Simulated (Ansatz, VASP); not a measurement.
Two plane-wave programs on Ga

File INCAR:

```
ALGO = Fast
EDIFF = 1E-6
ENCUT = 520
GGA = PE
ISIF = 2
ISMEAR = 0
LASPH = T
LCHARG = F
LREAL = F
LWAVE = F
NBANDS = 48
NELM = 80
PREC = Accurate
SIGMA = 0.1
```

The input KPOINTS:

```
k-points
0
Gamma
  8 8 8
```

POSCAR

```
Ga
1.0
   -3.0212701001      3.0212701001      3.0212701001
    3.0212701001     -3.0212701001      3.0212701001
    3.0212701001      3.0212701001     -3.0212701001
Ga
6
Direct
    0.2500000000      0.1250000000      0.8750000000
    0.1250000000      0.8750000000      0.2500000000
    0.7500000000      0.3750000000      0.6250000000
    0.8750000000      0.2500000000      0.1250000000
    0.6250000000      0.7500000000      0.3750000000
    0.3750000000      0.6250000000      0.7500000000
```

Input for Ansatz:

```yaml
crystal:
  lattice:
    - [-3.0212701001, 3.0212701001, 3.0212701001]
    - [3.0212701001, -3.0212701001, 3.0212701001]
    - [3.0212701001, 3.0212701001, -3.0212701001]
  atoms:
    - { symbol: Ga, position: [0.25, 0.125, 0.875] }
    - { symbol: Ga, position: [0.125, 0.875, 0.25] }
    - { symbol: Ga, position: [0.75, 0.375, 0.625] }
    - { symbol: Ga, position: [0.875, 0.25, 0.125] }
    - { symbol: Ga, position: [0.625, 0.75, 0.375] }
    - { symbol: Ga, position: [0.375, 0.625, 0.75] }
basis:
  ecutwfc: 420
kpoints:
  mp_grid: { grid: [8, 8, 8] }
hamiltonian:
  xc: pbe
scf:
  occupations: { method: gaussian, width: 0.1 }
output:
  forces: true
  stress: true
  eigenvalues: true
  write_density: true
  write_potential: true
  elf: true
  volumetric_format: npy
```

Alike in both runs: task single point; functional PBE; k mesh 8 × 8 × 8; occupations gaussian, width 0.1 eV; no spin polarisation.

|  | VASP | Ansatz |
| --- | --- | --- |
| version | VASP 6.6.1 | Ansatz 0.2.0 |
| potentials or method | VASP PAW PBE potentials, release 64 (Ga_d), cutoff 520 eV | scalar-relativistic, plane waves, PAW |
| valence electrons in the cell | 78 | 78 |

Ansatz gave:

| Quantity | Value |
| --- | --- |
| gap on the k mesh at the Fermi level (eV) | none |
| pressure (GPa) | 1.5 |

What did VASP give for the same quantities?

gap on the k mesh at the Fermi level (eV): none; pressure (GPa): 1.6.

A gap of «none» marks a metal or a gap that the smearing closes.
